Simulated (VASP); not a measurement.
Here is a VASP 6.6.1 calculation.

INCAR

```
PREC = Accurate
ENCUT = 600
EDIFF = 1E-6
ISMEAR = 0
SIGMA = 0.02
LREAL = Auto
LASPH = T
NELM = 80
ALGO = Normal
ISIF = 4
LWAVE = F
LCHARG = F
GGA = PE
IBRION = 2
NSW = 50
EDIFFG = -0.01
```

File KPOINTS:

```
Automatic mesh
0
Gamma
  12 12 2
```

The input POSCAR:

```
SiC
1.0
    3.0639832244      0.0000000000      0.0000000000
   -1.5319916122      2.6534873091      0.0000000000
    0.0000000000      0.0000000000     20.0378872530
Si C
8 8
Direct
    0.3333333333      0.6666666667      0.2501045303
    0.6666666667      0.3333333333      0.7501045303
    0.3333333333      0.6666666667      0.6249934104
    0.6666666667      0.3333333333      0.1249934104
    0.0000000000      0.0000000000      0.0000908602
    0.0000000000      0.0000000000      0.5000908602
    0.3333333333      0.6666666667      0.8751806139
    0.6666666667      0.3333333333      0.3751806139
    0.3333333333      0.6666666667      0.9689188762
    0.6666666667      0.3333333333      0.4689188762
    0.0000000000      0.0000000000      0.0938595855
    0.0000000000      0.0000000000      0.5938595855
    0.3333333333      0.6666666667      0.3441181454
    0.6666666667      0.3333333333      0.8441181454
    0.3333333333      0.6666666667      0.7187339780
    0.6666666667      0.3333333333      0.2187339780
```

Potentials or basis: VASP PAW PBE potentials, release 64 (Si, C).

Launch:

```sh
$ cat potpaw_PBE.64/Si/POTCAR potpaw_PBE.64/C/POTCAR > POTCAR
$ mpirun -np 1 vasp_std > vasp.out
```

Q: What does it give for the band gap on the k mesh?

A: 1.76 eV (least direct gap 2.85 eV).

Final structure:
```cif
data_structure
_symmetry_space_group_name_H-M 'P 1'
_symmetry_Int_Tables_number 1
_cell_length_a 3.0640
_cell_length_b 3.0640
_cell_length_c 20.0375
_cell_angle_alpha 90.000
_cell_angle_beta 90.000
_cell_angle_gamma 120.000
_cell_volume 162.91
loop_
_atom_site_label
_atom_site_type_symbol
_atom_site_fract_x
_atom_site_fract_y
_atom_site_fract_z
_atom_site_occupancy
Si1 Si 0.33333 0.66667 0.25012 1
Si2 Si 0.66667 0.33333 0.75012 1
Si3 Si 0.33333 0.66667 0.62499 1
Si4 Si 0.66667 0.33333 0.12499 1
Si5 Si 0.00000 0.00000 0.00010 1
Si6 Si 0.00000 0.00000 0.50010 1
Si7 Si 0.33333 0.66667 0.87518 1
Si8 Si 0.66667 0.33333 0.37518 1
C1 C 0.33333 0.66667 0.96892 1
C2 C 0.66667 0.33333 0.46892 1
C3 C 0.00000 0.00000 0.09386 1
C4 C 0.00000 0.00000 0.59386 1
C5 C 0.33333 0.66667 0.34411 1
C6 C 0.66667 0.33333 0.84411 1
C7 C 0.33333 0.66667 0.71873 1
C8 C 0.66667 0.33333 0.21873 1
```

A k mesh can miss the band edges.
